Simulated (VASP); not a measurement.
# HgC2S2N2 (P1) in VASP: single point with PBE

Aim: the single point of HgC2S2N2 with PBE.

Everything below comes from runs of VASP 6.6.1. Logs are shortened: lines on timing, memory, paths and dates and some standing lists are left out, and cuts for length are marked.

### Step 1. The cell of the first run

The typed cell holds 7 atoms: a = 4.233 Å, b = 6.095 Å, c = 6.788 Å, α = 93.99°, β = 90.02°, γ = 110.30°.

### Step 2. Single point, PBE (strained)

Contents of INCAR:

```
  PREC = Accurate
  ENCUT = 520
  EDIFF = 1E-6
  ISMEAR = 0
  SIGMA = 0.02
  LREAL = F
  LASPH = T
  NELM = 60
  ALGO = Normal
  ISIF = 2
  LWAVE = F
  LCHARG = F
  GGA = PE
  NBANDS = 30
```

Contents of KPOINTS:

```
Automatic mesh
0
Gamma
  8 6 4
```

Contents of POSCAR:

```
HgC2S2N2
1.0
    4.2329471887      0.0000000000      0.0000000000
   -2.1144270624      5.7163840087      0.0000000000
   -0.0029581084     -0.5040876655      6.7692714648
Hg C S N
1 2 2 2
Direct
    0.0106090000      0.0031850000      0.9995660000
    0.2621110000      0.5190190000      0.2254610000
    0.7408300000      0.4839070000      0.7775810000
    0.1382670000      0.2529200000      0.3262010000
    0.8826210000      0.7489330000      0.6773500000
    0.3527220000      0.7110710000      0.1580950000
    0.6367890000      0.2885240000      0.8396700000
```

Potentials or basis: VASP PAW PBE potentials, release 64 (Hg, C, S, N).

The run is started by

```bash
$ cat potpaw_PBE.64/Hg/POTCAR potpaw_PBE.64/C/POTCAR potpaw_PBE.64/S/POTCAR potpaw_PBE.64/N/POTCAR > POTCAR
$ mpirun -np 1 vasp_std > vasp.out
```

OUTCAR:

```text
PREC = Accurate
   ENCUT = 520
   EDIFF = 1E-6
   ISMEAR = 0
   LREAL = F
   LASPH = T
   NELM = 60
   ISIF = 2
   GGA = PE

 ion  position               nearest neighbor table
   1  0.011  0.003  1.000-   5 2.53   4 2.55
   2  0.262  0.519  0.225-   6 1.22   4 1.71
   3  0.741  0.484  0.778-   7 1.22   5 1.71
   4  0.138  0.253  0.326-   2 1.71   1 2.55
   5  0.883  0.749  0.677-   3 1.71   1 2.53
   6  0.353  0.711  0.158-   2 1.22
   7  0.637  0.289  0.840-   3 1.22

  LATTYP: Found a triclinic cell.
 ALAT       =     6.0963246026
 B/A-ratio  =     0.6943441278
 C/A-ratio  =     1.1134602509
 COS(alpha) =     0.0004357840
 COS(beta)  =     0.0697846750
 COS(gamma) =     0.3475077632

  Lattice vectors:

 A1 = (   2.1185201263,   5.7163840087,   0.0000000000)
 A2 = (   4.2329471887,   0.0000000000,   0.0000000000)
 A3 = (   0.0029581084,   0.5040876655,  -6.7692714648)

Analysis of symmetry for initial positions (statically):
=====================================================================
 Subroutine PRICEL returns:
 Original cell was already a primitive cell.

 Routine SETGRP: Setting up the symmetry group for a
 triclinic supercell.

 Subroutine GETGRP returns: Found  1 space group operations
 (whereof  1 operations were pure point group operations)
 out of a pool of  2 trial point group operations.

The static configuration has the point symmetry C_1 .

Analysis of symmetry for dynamics (positions and initial velocities):
=====================================================================
 Subroutine PRICEL returns:
 Original cell was already a primitive cell.

 Routine SETGRP: Setting up the symmetry group for a
 triclinic supercell.

 Subroutine GETGRP returns: Found  1 space group operations
 (whereof  1 operations were pure point group operations)
 out of a pool of  2 trial point group operations.

The dynamic configuration has the point symmetry C_1 .

 Subroutine INISYM returns: Found  1 space group operations
 (whereof  1 operations are pure point group operations),
 and found     1 'primitive' translations

----------------------------------------------------------------------------------------

                                     Primitive cell

  volume of cell :     163.7971

  direct lattice vectors                    reciprocal lattice vectors
     4.232947189  0.000000000  0.000000000     0.236242021  0.087383304  0.006610412
    -2.114427062  5.716384009  0.000000000     0.000000000  0.174935763  0.013026950
    -0.002958108 -0.504087665  6.769271465     0.000000000  0.000000000  0.147726385

  length of vectors
     4.232947189  6.094903440  6.788015121     0.251971887  0.175420132  0.147726385

  position of ions in fractional coordinates (direct lattice)
     0.010609000  0.003185000  0.999566000
     0.262111000  0.519019000  0.225461000
     0.740830000  0.483907000  0.777581000
     0.138267000  0.252920000  0.326201000
     0.882621000  0.748933000  0.677350000
     0.352722000  0.711071000  0.158095000
     0.636789000  0.288524000  0.839670000

  ion indices of the primitive-cell ions
   primitive index   ion index
                 1           1
                 2           2
                 3           3
                 4           4
                 5           5
                 6           6
                 7           7

----------------------------------------------------------------------------------------

 KPOINTS: Automatic mesh

Automatic generation of k-mesh.
 Grid dimensions read from file:
 generate k-points for:    8    6    4

 Generating k-lattice:

  Cartesian coordinates                     Fractional coordinates (reciprocal lattice)
     0.029530253  0.010922913  0.000826302     0.125000000 -0.000000000  0.000000000
     0.000000000  0.029155961  0.002171158     0.000000000  0.166666667 -0.000000000
     0.000000000  0.000000000  0.036931596     0.000000000  0.000000000  0.250000000

  Length of vectors
     0.031496486  0.029236689  0.036931596

  Shift w.r.t. Gamma in fractional coordinates (k-lattice)
     0.000000000  0.000000000  0.000000000

 Subroutine IBZKPT returns following result:
 ===========================================

 Found    100 irreducible k-points:

 Following reciprocal coordinates:
            Coordinates               Weight
  0.000000  0.000000  0.000000      1.000000
  0.125000  0.000000  0.000000      2.000000
  0.250000  0.000000  0.000000      2.000000
  0.375000  0.000000  0.000000      2.000000
  0.500000  0.000000  0.000000      1.000000
  0.000000  0.166667  0.000000      2.000000
[... 16 lines left out ...]
  0.125000  0.500000  0.000000      2.000000
  0.250000  0.500000  0.000000      2.000000
 [... further k-points ...]
   k-points           NKPTS =    100   k-points in BZ     NKDIM =    100   number of bands    NBANDS=     30
   number of dos      NEDOS =    301   number of ions     NIONS =      7
   total plane-waves  NPLWV =  76800
   dimension x,y,z NGX =    32 NGY =   48 NGZ =   50
   dimension x,y,z NGXF=    64 NGYF=   96 NGZF=  100
   ions per type =               1   2   2   2
   NGX,Y,Z   is equivalent  to a cutoff of  12.57, 13.09, 12.25 a.u.
   NGXF,Y,Z  is equivalent  to a cutoff of  25.14, 26.19, 24.49 a.u.
 SYSTEM =  unknown system
   PREC   = accura    normal or accurate (medium, high low for compatibility)
   ISTART =      0    job   : 0-new  1-cont  2-samecut
   ICHARG =      2    charge: 1-file 2-atom 10-const
   ISPIN  =      1    spin polarized calculation?
   LNONCOLLINEAR =      F non collinear calculations
   LSORBIT =      F    spin-orbit coupling
   LASPH  =      T    aspherical Exc in radial PAW
   ENCUT  =  520.0 eV  38.22 Ry    6.18 a.u.   7.87 11.33 12.62*2*pi/ulx,y,z
   NELM   =     60;   NELMIN=  2; NELMDL= -5     # of ELM steps
   EDIFF  = 0.1E-05   stopping-criterion for ELM
   LREAL  =      F    real-space projection
   EDIFFG = 0.1E-04   stopping-criterion for IOM
   NSW    =      0    number of steps for IOM
   IBRION =     -1    ionic relax: 0-MD 1-quasi-New 2-CG
   NFREE  =      0    steps in history (QN), initial steepest desc. (CG)
   ISIF   =      2    stress and relaxation
   ISYM   =      2    0-nonsym 1-usesym 2-fastsym
   POTIM  = 0.5000    time-step for ionic-motion
   TEBEG  =    0.0;   TEEND  =   0.0 temperature during run
   PSTRESS=    0.0 pullay stress
   NELECT =      42.0000    total number of electrons
   NUPDOWN=      -1.0000    fix difference up-down
   EMIN   =  10.00;   EMAX   =-10.00  energy-range for DOS
   EFERMI =   0.00;   METHOD = LEGACY
   ISMEAR =     0;   SIGMA  =   0.02  broadening in eV -4-tet -1-fermi 0-gaus
   EFERMI_NEDOS =   21; number of points for ismear=-14 and -15
   IALGO  =     38    algorithm
   IMIX   =      4    mixing-type and parameters
     AMIX     =   0.40;   BMIX     =  1.00
     AMIX_MAG =   1.60;   BMIX_MAG =  1.00
  volume/ion in A,a.u.               =      23.40       157.91
  Fermi-wavevector in a.u.,A,eV,Ry     =   1.040054  1.965417 14.717588  1.081712
  Thomas-Fermi vector in A             =   2.174612
   LORBIT       =      0    0 simple, 1 ext, 2 COOP (PROOUT), +10 PAW based schemes
   GGA     = PE    functional components
   LHFCALC =     F    Hartree Fock is set to
   AEXX    =    0.0000 exact exchange contribution
   IVDW    =     0    specifies the selected vdW correction
   LEPSILON=     F    determine dielectric tensor
   LRPA    =     F    only Hartree local field effects (RPA)
 non-spin polarized calculation
 Gauss-broadening in eV      SIGMA  =   0.02
  energy-cutoff  :      520.00
  volume of cell :      163.80
 maximum number of plane-waves:      4435
   NGX = 15   NGY = 23   NGZ = 25

 number of electron      42.0000001 magnetization

 Free energy of the ion-electron system (eV)
  ---------------------------------------------------
  ext. energy  EPLUGINS =         0.00000000
  ---------------------------------------------------
  free energy    TOTEN  =       -41.05384618 eV

  energy without entropy =      -41.05384618  energy(sigma->0) =      -41.05384618

 E-fermi :  -0.7699     XC(G=0):  -7.6678

 val. band max:       -0.9239255876   @ k =   0.0000   0.5000   0.0000
 cond. band min:       0.8813612682   @ k =   0.0000   0.0000   0.0000
 fundamental gap:      1.8052868558
 Fermi energy:        -0.7699489209

 k-point     1 :       0.0000    0.0000    0.0000
  band No.  band energies     occupation
      1     -17.4451      2.00000
      2     -17.3059      2.00000
      3     -14.2737      2.00000
      4     -14.1061      2.00000
      5      -8.0632      2.00000
      6      -7.1226      2.00000
[... 22 lines left out ...]
     29       6.2076      0.00000
     30       6.3704      0.00000

 k-point     2 :       0.1250    0.0000    0.0000
  band No.  band energies     occupation
      1     -17.4356      2.00000
      2     -17.3076      2.00000
      3     -14.2693      2.00000
      4     -14.1033      2.00000
      5      -8.0460      2.00000
      6      -7.1249      2.00000
[... 22 lines left out ...]
     29       6.3568      0.00000
     30       6.6323      0.00000

 k-point     3 :       0.2500    0.0000    0.0000
  band No.  band energies     occupation
      1     -17.4106      2.00000
      2     -17.3138      2.00000
      3     -14.2587      2.00000
      4     -14.0962      2.00000
      5      -8.0126      2.00000
      6      -7.0920      2.00000
[... 22 lines left out ...]
     29       6.1773      0.00000
     30       6.5869      0.00000

 k-point     4 :       0.3750    0.0000    0.0000
  band No.  band energies     occupation
      1     -17.3788      2.00000
      2     -17.3267      2.00000
      3     -14.2482      2.00000
      4     -14.0886      2.00000
      5      -7.9906      2.00000
      6      -7.0059      2.00000
[... 616 lines left out ...]
     29       5.2916      0.00000
     30       6.4134      0.00000

 k-point    23 :       0.1250    0.5000    0.0000
  band No.  band energies     occupation
      1     -17.4176      2.00000
      2     -17.3064      2.00000
      3     -14.2963      2.00000
      4     -14.1442      2.00000
      5      -7.9962      2.00000
      6      -6.8942      2.00000
[... 22 lines left out ...]
     29       5.3104      0.00000
     30       6.7020      0.00000

 k-point    24 :       0.2500    0.5000    0.0000
  band No.  band energies     occupation
      1     -17.4001      2.00000
      2     -17.3131      2.00000
      3     -14.2737      2.00000
      4     -14.1208      2.00000
      5      -7.9858      2.00000
      6      -6.9547      2.00000
[... 22 lines left out ...]
     29       5.5433      0.00000
     30       6.3256      0.00000

 [... further k-points ...]

------------------------ aborting loop because EDIFF is reached ----------------------------------------

  FORCE on cell =-STRESS in cart. coord.  units (eV):
  Direction    XX          YY          ZZ          XY          YZ          ZX
  --------------------------------------------------------------------------------------
  -------------------------------------------------------------------------------------
  Total       -0.2329668    -14.1791792     -4.6546600     -0.0243933      3.8356145     -0.0120177
  in kB       -2.2787596   -138.6933046    -45.5294467     -0.2386030     37.5179720     -0.1175507
  external PRESSURE =     -62.1671703 kB  Pullay stress =       0.0000000 kB

 VOLUME and BASIS-vectors are now :
 -----------------------------------------------------------------------------
  energy-cutoff  :      520.00
  volume of cell :      163.80
      direct lattice vectors                 reciprocal lattice vectors
     4.232947189  0.000000000  0.000000000     0.236242021  0.087383304  0.006610412
    -2.114427062  5.716384009  0.000000000     0.000000000  0.174935763  0.013026950
    -0.002958108 -0.504087665  6.769271465     0.000000000  0.000000000  0.147726385

 POSITION                                       TOTAL-FORCE (eV/Angst)
 -----------------------------------------------------------------------------------
      0.03522     -0.48566      6.76633         0.027958      0.002470      0.069590
      0.01141      2.85326      1.52621        -0.038764      2.085956     -0.867561
      2.11041      2.37423      5.26366        -0.069245     -2.394776      0.795418
      0.04953      1.28135      2.20814        -0.054333      1.125291     -1.329662
      2.15052      3.93974      4.58517        -0.042802     -1.020087      1.212432
     -0.01092      3.98506      1.07019         0.071932     -3.415553      1.399390
      2.08295      1.22605      5.68395         0.105254      3.616699     -1.279605
 -----------------------------------------------------------------------------------
    total drift:                                0.000106     -0.000133     -0.000183

  FREE ENERGIE OF THE ION-ELECTRON SYSTEM (eV)
  ---------------------------------------------------
  free  energy   TOTEN  =       -41.0538461838 eV

  energy  without entropy=      -41.0538461838  energy(sigma->0) =      -41.05384618
```

Wall time 8.5 min (1 thread of Intel Xeon Platinum 8259CL at 2.50GHz (Skylake/Cascade Lake), shared host); peak memory 0.59 GiB.

Results:

```yaml
Free_energy: -41.0538 eV
Pressure: -6.2 GPa
Largest_force: 3.838 eV/Å
Band_gap_on_the_k_mesh: 1.81 eV (least direct gap 1.87 eV)
```

Forces in eV/Å, atoms in the order of the input:
```
Hg   0.028  0.002  0.070
C   -0.039  2.086 -0.868
C   -0.069 -2.395  0.795
S   -0.054  1.125 -1.330
S   -0.043 -1.020  1.212
N    0.072 -3.416  1.399
N    0.105  3.617 -1.280
```

Caveat: the cell differs from its parent crystal (strained); the stress differs along the axes, from -14 to -0 GPa; spin-orbit coupling is left out, which moves the levels of the heavy elements; forces of over 1 eV/Å act on the atoms, so gaps and moduli don't describe the material at rest. A k mesh can miss the band edges.
